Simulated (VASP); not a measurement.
# CaO (P6_3/mmc) in VASP: single point with LDA

Aim: the single point of CaO with LDA.

Everything below comes from runs of VASP 6.6.1. Logs are shortened: lines on timing, memory, paths and dates and some standing lists are left out, and cuts for length are marked.

### 1 The cell of the first run

The structure is hexagonal, space group P6_3/mmc (No. 194). The conventional cell has a = 3.992 Å, b = 3.992 Å, c = 4.785 Å, α = 90.00°, β = 90.00°, γ = 120.00°. Within 3.0 Å of Ca (site symmetry -6m2) lie 5 O at 2.30 to 2.39 Å. O (site symmetry -6m2) has 5 Ca at 2.30 to 2.39 Å within 3.0 Å.

### 2 Single point, LDA

Input file INCAR:

```
PREC = Accurate ; ENCUT = 600
EDIFF = 1E-6 ; ISMEAR = 0
SIGMA = 0.01 ; LREAL = F
LASPH = T ; NELM = 120
ALGO = Normal ; ISIF = 2
LWAVE = F ; LCHARG = F
GGA = CA ; NBANDS = 24
GGA_COMPAT = F
```

Input file KPOINTS:

```
Automatic mesh
0
Gamma
  4 4 3
```

Input file POSCAR:

```
CaO
1.0
    3.9919758200      0.0000000000      0.0000000000
   -1.9959879100      3.4571524800      0.0000000000
    0.0000000000      0.0000000000      4.7848400100
Ca O
2 2
Direct
    0.3333333298      0.6666666696      0.7500000005
    0.6666666702      0.3333333304      0.2499999995
    0.3333333298      0.6666666696      0.2499999995
    0.6666666702      0.3333333304      0.7500000005
```

Potentials or basis: VASP PAW LDA potentials, release 64 (Ca_sv, O).

Command:

```sh
$ cat potpaw_LDA.64/Ca_sv/POTCAR potpaw_LDA.64/O/POTCAR > POTCAR
$ mpirun -np 1 vasp_std > vasp.out
```

OUTCAR:

```text
PREC = Accurate
   ENCUT = 600
   EDIFF = 1E-6
   ISMEAR = 0
   LREAL = F
   LASPH = T
   NELM = 120
   ISIF = 2
   GGA = CA

 ion  position               nearest neighbor table
   1  0.333  0.667  0.750-   4 2.30   4 2.30   4 2.30   3 2.39   3 2.39
   2  0.667  0.333  0.250-   3 2.30   3 2.30   3 2.30   4 2.39   4 2.39
   3  0.333  0.667  0.250-   2 2.30   2 2.30   2 2.30   1 2.39   1 2.39
   4  0.667  0.333  0.750-   1 2.30   1 2.30   1 2.30   2 2.39   2 2.39

  LATTYP: Found a hexagonal cell.
 ALAT       =     3.9919758200
 C/A-ratio  =     1.1986144771

  Lattice vectors:

 A1 = (   3.9919758200,   0.0000000000,   0.0000000000)
 A2 = (  -1.9959879100,   3.4571524800,   0.0000000000)
 A3 = (   0.0000000000,   0.0000000000,   4.7848400100)

Analysis of symmetry for initial positions (statically):
=====================================================================
 Subroutine PRICEL returns:
 Original cell was already a primitive cell.

 Routine SETGRP: Setting up the symmetry group for a
 hexagonal supercell.

 Subroutine GETGRP returns: Found 24 space group operations
 (whereof 12 operations were pure point group operations)
 out of a pool of 24 trial point group operations.

The static configuration has the point symmetry D_3d.
 The point group associated with its full space group is D_6h.

Analysis of symmetry for dynamics (positions and initial velocities):
=====================================================================
 Subroutine PRICEL returns:
 Original cell was already a primitive cell.

 Routine SETGRP: Setting up the symmetry group for a
 hexagonal supercell.

 Subroutine GETGRP returns: Found 24 space group operations
 (whereof 12 operations were pure point group operations)
 out of a pool of 24 trial point group operations.

The dynamic configuration has the point symmetry D_3d.
 The point group associated with its full space group is D_6h.

 Subroutine INISYM returns: Found 24 space group operations
 (whereof 12 operations are pure point group operations),
 and found     1 'primitive' translations

----------------------------------------------------------------------------------------

                                     Primitive cell

  volume of cell :      66.0350

  direct lattice vectors                    reciprocal lattice vectors
     3.991975820  0.000000000  0.000000000     0.250502519  0.144627697  0.000000000
    -1.995987910  3.457152480  0.000000000     0.000000000  0.289255393  0.000000000
     0.000000000  0.000000000  4.784840010     0.000000000  0.000000000  0.208993404

  length of vectors
     3.991975820  3.991975827  4.784840010     0.289255394  0.289255393  0.208993404

  position of ions in fractional coordinates (direct lattice)
     0.333333330  0.666666670  0.750000001
     0.666666670  0.333333330  0.249999999
     0.333333330  0.666666670  0.249999999
     0.666666670  0.333333330  0.750000001

  ion indices of the primitive-cell ions
   primitive index   ion index
                 1           1
                 2           2
                 3           3
                 4           4

----------------------------------------------------------------------------------------

 KPOINTS: Automatic mesh

Automatic generation of k-mesh.
 Grid dimensions read from file:
 generate k-points for:    4    4    3

 Generating k-lattice:

  Cartesian coordinates                     Fractional coordinates (reciprocal lattice)
     0.062625630  0.036156924  0.000000000     0.250000000  0.000000000  0.000000000
     0.000000000  0.072313848  0.000000000     0.000000000  0.250000000  0.000000000
     0.000000000  0.000000000  0.069664468     0.000000000  0.000000000  0.333333333

  Length of vectors
     0.072313848  0.072313848  0.069664468

  Shift w.r.t. Gamma in fractional coordinates (k-lattice)
     0.000000000  0.000000000  0.000000000

 Subroutine IBZKPT returns following result:
 ===========================================

 Found      8 irreducible k-points:

 Following reciprocal coordinates:
            Coordinates               Weight
  0.000000  0.000000  0.000000      1.000000
  0.250000 -0.000000  0.000000      6.000000
  0.500000 -0.000000  0.000000      3.000000
  0.250000  0.250000  0.000000      6.000000
  0.000000  0.000000  0.333333      2.000000
  0.250000 -0.000000  0.333333     12.000000
  0.500000 -0.000000  0.333333      6.000000
  0.250000  0.250000  0.333333     12.000000
   k-points           NKPTS =      8   k-points in BZ     NKDIM =      8   number of bands    NBANDS=     24
   number of dos      NEDOS =    301   number of ions     NIONS =      4
   total plane-waves  NPLWV =  40960
   dimension x,y,z NGX =    32 NGY =   32 NGZ =   40
   dimension x,y,z NGXF=    64 NGYF=   64 NGZF=   80
   ions per type =               2   2
   NGX,Y,Z   is equivalent  to a cutoff of  13.33, 13.33, 13.90 a.u.
   NGXF,Y,Z  is equivalent  to a cutoff of  26.65, 26.65, 27.80 a.u.
 SYSTEM =  unknown system
   PREC   = accura    normal or accurate (medium, high low for compatibility)
   ISTART =      0    job   : 0-new  1-cont  2-samecut
   ICHARG =      2    charge: 1-file 2-atom 10-const
   ISPIN  =      1    spin polarized calculation?
   LNONCOLLINEAR =      F non collinear calculations
   LSORBIT =      F    spin-orbit coupling
   LASPH  =      T    aspherical Exc in radial PAW
   ENCUT  =  600.0 eV  44.10 Ry    6.64 a.u.   7.97  7.97  9.56*2*pi/ulx,y,z
   NELM   =    120;   NELMIN=  2; NELMDL= -5     # of ELM steps
   EDIFF  = 0.1E-05   stopping-criterion for ELM
   LREAL  =      F    real-space projection
   EDIFFG = 0.1E-04   stopping-criterion for IOM
   NSW    =      0    number of steps for IOM
   IBRION =     -1    ionic relax: 0-MD 1-quasi-New 2-CG
   NFREE  =      0    steps in history (QN), initial steepest desc. (CG)
   ISIF   =      2    stress and relaxation
   ISYM   =      2    0-nonsym 1-usesym 2-fastsym
   POTIM  = 0.5000    time-step for ionic-motion
   TEBEG  =    0.0;   TEEND  =   0.0 temperature during run
   PSTRESS=    0.0 pullay stress
   NELECT =      32.0000    total number of electrons
   NUPDOWN=      -1.0000    fix difference up-down
   EMIN   =  10.00;   EMAX   =-10.00  energy-range for DOS
   EFERMI =   0.00;   METHOD = LEGACY
   ISMEAR =     0;   SIGMA  =   0.01  broadening in eV -4-tet -1-fermi 0-gaus
   EFERMI_NEDOS =   21; number of points for ismear=-14 and -15
   IALGO  =     38    algorithm
   IMIX   =      4    mixing-type and parameters
     AMIX     =   0.40;   BMIX     =  1.00
     AMIX_MAG =   1.60;   BMIX_MAG =  1.00
  volume/ion in A,a.u.               =      16.51       111.41
  Fermi-wavevector in a.u.,A,eV,Ry     =   1.285879  2.429960 22.497037  1.653486
  Thomas-Fermi vector in A             =   2.417987
   LORBIT       =      0    0 simple, 1 ext, 2 COOP (PROOUT), +10 PAW based schemes
   GGA     = CA    functional components
   LHFCALC =     F    Hartree Fock is set to
   AEXX    =    0.0000 exact exchange contribution
   IVDW    =     0    specifies the selected vdW correction
   LEPSILON=     F    determine dielectric tensor
   LRPA    =     F    only Hartree local field effects (RPA)
 non-spin polarized calculation
 Gauss-broadening in eV      SIGMA  =   0.01
  energy-cutoff  :      600.00
  volume of cell :       66.03
 maximum number of plane-waves:      2210
 NGX is ok and might be reduce to    32
   NGX = 15   NGY = 15   NGZ = 19

 number of electron      32.0000000 magnetization

 Free energy of the ion-electron system (eV)
  ---------------------------------------------------
  ext. energy  EPLUGINS =         0.00000000
  ---------------------------------------------------
  free energy    TOTEN  =       -27.94081101 eV

  energy without entropy =      -27.94081101  energy(sigma->0) =      -27.94081101

 E-fermi :   1.1027     XC(G=0):  -9.9573

 val. band max:        0.9913521872   @ k =   0.0000   0.0000   0.0000
 cond. band min:       3.9898941900   @ k =   0.0000   0.0000   0.0000
 fundamental gap:      2.9985420028
 Fermi energy:         1.1026651921

 k-point     1 :       0.0000    0.0000    0.0000
  band No.  band energies     occupation
      1     -36.0972      2.00000
      2     -35.9559      2.00000
      3     -17.7562      2.00000
      4     -17.4953      2.00000
      5     -17.4953      2.00000
      6     -17.2874      2.00000
[... 16 lines left out ...]
     23       9.3621      0.00000
     24       9.4512      0.00000

 k-point     2 :       0.2500   -0.0000    0.0000
  band No.  band energies     occupation
      1     -36.0723      2.00000
      2     -35.9669      2.00000
      3     -17.7171      2.00000
      4     -17.6728      2.00000
      5     -17.5517      2.00000
      6     -17.5418      2.00000
[... 16 lines left out ...]
     23       9.0642      0.00000
     24       9.3187      0.00000

 k-point     3 :       0.5000   -0.0000    0.0000
  band No.  band energies     occupation
      1     -36.0360      2.00000
      2     -35.9892      2.00000
      3     -17.9175      2.00000
      4     -17.7697      2.00000
      5     -17.5837      2.00000
      6     -17.5409      2.00000
[... 16 lines left out ...]
     23       9.3734      0.00000
     24       9.5031      0.00000

 k-point     4 :       0.2500    0.2500    0.0000
  band No.  band energies     occupation
      1     -36.0361      2.00000
      2     -35.9891      2.00000
      3     -17.8494      2.00000
      4     -17.7866      2.00000
      5     -17.6240      2.00000
      6     -17.5416      2.00000
[... 16 lines left out ...]
     23       9.1761      0.00000
     24       9.5775      0.00000

 k-point     5 :       0.0000    0.0000    0.3333
  band No.  band energies     occupation
      1     -36.0614      2.00000
      2     -35.9908      2.00000
      3     -17.7615      2.00000
      4     -17.4829      2.00000
      5     -17.4428      2.00000
      6     -17.4428      2.00000
[... 16 lines left out ...]
     23       9.6826      0.00000
     24       9.6826      0.00000

 k-point     6 :       0.2500   -0.0000    0.3333
  band No.  band energies     occupation
      1     -36.0452      2.00000
      2     -35.9926      2.00000
      3     -17.9771      2.00000
      4     -17.8479      2.00000
      5     -17.4774      2.00000
      6     -17.3694      2.00000
[... 16 lines left out ...]
     23       9.3582      0.00000
     24       9.4934      0.00000

 k-point     7 :       0.5000   -0.0000    0.3333
  band No.  band energies     occupation
      1     -36.0234      2.00000
      2     -35.9999      2.00000
      3     -18.1542      2.00000
      4     -18.0810      2.00000
      5     -17.5096      2.00000
      6     -17.3603      2.00000
[... 16 lines left out ...]
     23       9.4953      0.00000
     24       9.5670      0.00000

 k-point     8 :       0.2500    0.2500    0.3333
  band No.  band energies     occupation
      1     -36.0234      2.00000
      2     -35.9999      2.00000
      3     -18.1251      2.00000
      4     -18.0741      2.00000
      5     -17.5534      2.00000
      6     -17.3892      2.00000
[... 16 lines left out ...]
     23       9.3790      0.00000
     24       9.5194      0.00000

------------------------ aborting loop because EDIFF is reached ----------------------------------------

  FORCE on cell =-STRESS in cart. coord.  units (eV):
  Direction    XX          YY          ZZ          XY          YZ          ZX
  --------------------------------------------------------------------------------------
  -------------------------------------------------------------------------------------
  Total       -2.0580244     -2.0580244     -2.3331796      0.0000000     -0.0000000      0.0000000
  in kB      -49.9329529    -49.9329531    -56.6089241      0.0000000     -0.0000000      0.0000000
  external PRESSURE =     -52.1582767 kB  Pullay stress =       0.0000000 kB

 VOLUME and BASIS-vectors are now :
 -----------------------------------------------------------------------------
  energy-cutoff  :      600.00
  volume of cell :       66.03
      direct lattice vectors                 reciprocal lattice vectors
     3.991975820  0.000000000  0.000000000     0.250502519  0.144627697  0.000000000
    -1.995987910  3.457152480  0.000000000     0.000000000  0.289255393  0.000000000
     0.000000000  0.000000000  4.784840010     0.000000000  0.000000000  0.208993404

 POSITION                                       TOTAL-FORCE (eV/Angst)
 -----------------------------------------------------------------------------------
     -0.00000      2.30477      3.58863         0.000000      0.000000     -0.000000
      1.99599      1.15238      1.19621         0.000000     -0.000000     -0.000000
     -0.00000      2.30477      1.19621        -0.000000     -0.000000      0.000000
      1.99599      1.15238      3.58863        -0.000000      0.000000      0.000000
 -----------------------------------------------------------------------------------
    total drift:                                0.000017     -0.000009     -0.000006

  FREE ENERGIE OF THE ION-ELECTRON SYSTEM (eV)
  ---------------------------------------------------
  free  energy   TOTEN  =       -27.9408110057 eV

  energy  without entropy=      -27.9408110057  energy(sigma->0) =      -27.94081101
```

Run time: 6.3 s. Hardware: 1 thread of Intel Xeon 6975P-C (Granite Rapids), shared host; peak memory 0.16 GiB.

Results:

```yaml
Free_energy: -27.9408 eV
Pressure: -5.2 GPa
Band_gap_on_the_k_mesh: 3.00 eV
```

Stress tensor (GPa, compression positive):
```
-4.99  0.00  0.00
 0.00 -4.99  0.00
 0.00  0.00 -5.66
```

Caveat: the k points lie up to 0.45 Å⁻¹ apart.
